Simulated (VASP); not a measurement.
# Cr (Im-3m) in VASP: single point with r2SCAN

Aim: the single point of Cr with r2SCAN.

Program: VASP 6.6.1. These are calculated values, not measurements. Logs are shortened: lines on timing, memory, paths and dates and some standing lists are left out, and cuts for length are marked.

**1. The cell of the first run**

It takes space group Im-3m (No. 229, cubic). The conventional cell has a = 3.001 Å, b = 3.001 Å, c = 3.001 Å, α = 90.00°, β = 90.00°, γ = 90.00°. Within 3.4 Å of Cr (site symmetry m-3m) lie 14 Cr at 2.60 to 3.00 Å.

**2. Single point, r2SCAN**

File POSCAR:

```
Cr
1.0
   -1.5004000000      1.5004000000      1.5004000000
    1.5004000000     -1.5004000000      1.5004000000
    1.5004000000      1.5004000000     -1.5004000000
Cr
1
Direct
    0.0000000000      0.0000000000      0.0000000000
```

File INCAR.step1:

```
SYSTEM = Cr
PREC = Accurate
ENCUT = 550
ISMEAR = -1
SIGMA = 0.1
LREAL = .False.
LASPH = .True.
NELM = 120
NBANDS = 12
GGA = PE
ALGO = Normal
EDIFF = 1E-5
LWAVE = .True.
LCHARG = .False.
GGA_COMPAT = .False.
```

File INCAR.step2:

```
SYSTEM = Cr
PREC = Accurate
ENCUT = 550
EDIFF = 1E-6
ISMEAR = -1
SIGMA = 0.1
LREAL = .False.
LASPH = .True.
NELM = 120
ALGO = Normal
ISIF = 2
LWAVE = .False.
LCHARG = .False.
METAGGA = R2SCAN
LMIXTAU = .True.
NBANDS = 12
ISTART = 1
GGA_COMPAT = .False.
```

File KPOINTS:

```
regular mesh
0
Gamma
  16 16 16
  0 0 0
```

Potentials or basis: VASP PAW PBE potentials, release 64 (Cr_pv).

Command:

```sh
cat potpaw_PBE.64/Cr_pv/POTCAR > POTCAR
cp INCAR.step1 INCAR
mpirun -np 1 vasp_std > vasp.out
cp INCAR.step2 INCAR
mpirun -np 1 vasp_std > vasp.out
```

OUTCAR:

```text
SYSTEM = Cr
   PREC = Accurate
   ENCUT = 550
   EDIFF = 1E-6
   ISMEAR = -1
   LREAL = .False.
   LASPH = .True.
   NELM = 120
   ISIF = 2
   METAGGA = R2SCAN
   ISTART = 1

 ion  position               nearest neighbor table
   1  0.000  0.000  0.000-

  LATTYP: Found a body centered cubic cell.
 ALAT       =     3.0008000000

  Lattice vectors:

 A1 = (  -1.5004000000,   1.5004000000,   1.5004000000)
 A2 = (   1.5004000000,  -1.5004000000,   1.5004000000)
 A3 = (   1.5004000000,   1.5004000000,  -1.5004000000)

Analysis of symmetry for initial positions (statically):
=====================================================================
 Subroutine PRICEL returns:
 Original cell was already a primitive cell.

 Routine SETGRP: Setting up the symmetry group for a
 body centered cubic supercell.

 Subroutine GETGRP returns: Found 48 space group operations
 (whereof 48 operations were pure point group operations)
 out of a pool of 48 trial point group operations.

The static configuration has the point symmetry O_h .

Analysis of symmetry for dynamics (positions and initial velocities):
=====================================================================
 Subroutine PRICEL returns:
 Original cell was already a primitive cell.

 Routine SETGRP: Setting up the symmetry group for a
 body centered cubic supercell.

 Subroutine GETGRP returns: Found 48 space group operations
 (whereof 48 operations were pure point group operations)
 out of a pool of 48 trial point group operations.

The dynamic configuration has the point symmetry O_h .

 Subroutine INISYM returns: Found 48 space group operations
 (whereof 48 operations are pure point group operations),
 and found     1 'primitive' translations

----------------------------------------------------------------------------------------

                                     Primitive cell

  volume of cell :      13.5108

  direct lattice vectors                    reciprocal lattice vectors
    -1.500400000  1.500400000  1.500400000     0.000000000  0.333244468  0.333244468
     1.500400000 -1.500400000  1.500400000     0.333244468  0.000000000  0.333244468
     1.500400000  1.500400000 -1.500400000     0.333244468  0.333244468  0.000000000

  length of vectors
     2.598769032  2.598769032  2.598769032     0.471278846  0.471278846  0.471278846

  position of ions in fractional coordinates (direct lattice)
[... 76 lines left out ...]
   NELM   =    120;   NELMIN=  2; NELMDL=  0     # of ELM steps
   EDIFF  = 0.1E-05   stopping-criterion for ELM
   LREAL  =      F    real-space projection
   EDIFFG = 0.1E-04   stopping-criterion for IOM
   NSW    =      0    number of steps for IOM
   IBRION =     -1    ionic relax: 0-MD 1-quasi-New 2-CG
   NFREE  =      0    steps in history (QN), initial steepest desc. (CG)
   ISIF   =      2    stress and relaxation
   ISYM   =      2    0-nonsym 1-usesym 2-fastsym
   POTIM  = 0.5000    time-step for ionic-motion
   TEBEG  =    0.0;   TEEND  =   0.0 temperature during run
   PSTRESS=    0.0 pullay stress
   NELECT =      12.0000    total number of electrons
   NUPDOWN=      -1.0000    fix difference up-down
   EMIN   =  10.00;   EMAX   =-10.00  energy-range for DOS
   EFERMI =   0.00;   METHOD = LEGACY
   ISMEAR =    -1;   SIGMA  =   0.10  broadening in eV -4-tet -1-fermi 0-gaus
   EFERMI_NEDOS =   21; number of points for ismear=-14 and -15
   IALGO  =     38    algorithm
   IMIX   =      4    mixing-type and parameters
     AMIX     =   0.40;   BMIX     =  1.00
     AMIX_MAG =   1.60;   BMIX_MAG =  1.00
  volume/ion in A,a.u.               =      13.51        91.18
  Fermi-wavevector in a.u.,A,eV,Ry     =   1.573650  2.973768 33.693126  2.476375
  Thomas-Fermi vector in A             =   2.674903
   LORBIT       =      0    0 simple, 1 ext, 2 COOP (PROOUT), +10 PAW based schemes
   METAGGA = R2SCAN    functional components
   LHFCALC =     F    Hartree Fock is set to
   AEXX    =    0.0000 exact exchange contribution
   IVDW    =     0    specifies the selected vdW correction
   LEPSILON=     F    determine dielectric tensor
   LRPA    =     F    only Hartree local field effects (RPA)
 non-spin polarized calculation
  energy-cutoff  :      550.00
  volume of cell :       13.51
 maximum number of plane-waves:       420
   NGX =  9   NGY =  9   NGZ =  9

 number of electron      11.9999990 magnetization

 Free energy of the ion-electron system (eV)
  ---------------------------------------------------
  ext. energy  EPLUGINS =         0.00000000
  ---------------------------------------------------
  free energy    TOTEN  =       -14.55648554 eV

  energy without entropy =      -14.53384422  energy(sigma->0) =      -14.54516488

 E-fermi :   8.7883     XC(G=0): -13.9844

 val. band max:        8.7824217154   @ k =  -0.1875   0.2500   0.1250
 cond. band min:       8.8168469308   @ k =  -0.1875   0.1875   0.0625
 fundamental gap:      0.0344252154
 Fermi energy:         8.7883024159

 k-point     1 :       0.0000    0.0000    0.0000
  band No.  band energies     occupation
      1     -35.7141      2.00000
      2     -35.7141      2.00000
      3     -35.7141      2.00000
      4       1.0067      2.00000
      5       8.0262      1.99902
      6       8.0262      1.99902
      7       8.0262      1.99902
      8      10.0294      0.00001
      9      10.0294      0.00001
     10      11.7779      0.00000
     11      30.6981      0.00000
     12      30.6981      0.00000
[... 331 lines left out ...]
 k-point    24 :       0.2500    0.1875    0.0000
  band No.  band energies     occupation
      1     -36.1650      2.00000
      2     -35.8982      2.00000
      3     -35.7619      2.00000
      4       5.1545      2.00000
      5       6.9404      2.00000
      6       7.3085      2.00000
      7       9.6470      0.00037
      8      10.3015      0.00000
      9      11.3638      0.00000
     10      11.8289      0.00000
     11      21.2157      0.00000
     12      22.9423      0.00000

 [... further k-points ...]
[... 5 lines left out ...]
  --------------------------------------------------------------------------------------
  -------------------------------------------------------------------------------------
  Total       -2.8163406     -2.8163406     -2.8163406      0.0000000      0.0000000     -0.0000000
  in kB     -333.9754931   -333.9754931   -333.9754931      0.0000000      0.0000000     -0.0000000
  external PRESSURE =    -333.9754931 kB  Pullay stress =       0.0000000 kB

 VOLUME and BASIS-vectors are now :
 -----------------------------------------------------------------------------
  energy-cutoff  :      550.00
  volume of cell :       13.51
      direct lattice vectors                 reciprocal lattice vectors
    -1.500400000  1.500400000  1.500400000     0.000000000  0.333244468  0.333244468
     1.500400000 -1.500400000  1.500400000     0.333244468  0.000000000  0.333244468
     1.500400000  1.500400000 -1.500400000     0.333244468  0.333244468  0.000000000

 POSITION                                       TOTAL-FORCE (eV/Angst)
 -----------------------------------------------------------------------------------
      0.00000      0.00000      0.00000         0.000000      0.000000      0.000000
 -----------------------------------------------------------------------------------
    total drift:                                0.000000     -0.000000      0.000000

  FREE ENERGIE OF THE ION-ELECTRON SYSTEM (eV)
  ---------------------------------------------------
  free  energy   TOTEN  =       -14.5564855421 eV

  energy  without entropy=      -14.5338442191  energy(sigma->0) =      -14.54516488
```

OUTCAR.step1:

```text
SYSTEM = Cr
   PREC = Accurate
   ENCUT = 550
   ISMEAR = -1
   LREAL = .False.
   LASPH = .True.
[... 576 lines left out ...]
 -----------------------------------------------------------------------------------
      0.00000      0.00000      0.00000         0.000000     -0.000000      0.000000
 -----------------------------------------------------------------------------------
    total drift:                                0.000000     -0.000000      0.000000

  FREE ENERGIE OF THE ION-ELECTRON SYSTEM (eV)
  ---------------------------------------------------
  free  energy   TOTEN  =        -9.3234747986 eV

  energy  without entropy=       -9.2956892661  energy(sigma->0) =       -9.30958203
```

Run time: 2.8 min. Hardware: 1 thread of Intel Xeon 8259CL, shared host; peak memory 0.15 GiB.

What came out:

```yaml
Free_energy: -14.5565 eV
Pressure: -33.4 GPa
Band_gap_on_the_k_mesh: zero (band 6 reaches 10.80 eV, above the bottom of band 7 at 8.03 eV)
```

Caveat: the PAW data sets were made with another functional, which shifts forces and pressure a little; the run has no spin polarisation, though such a crystal can be magnetic. Spin polarisation is off, so any magnetic state and its effect on volume and gap are missing.
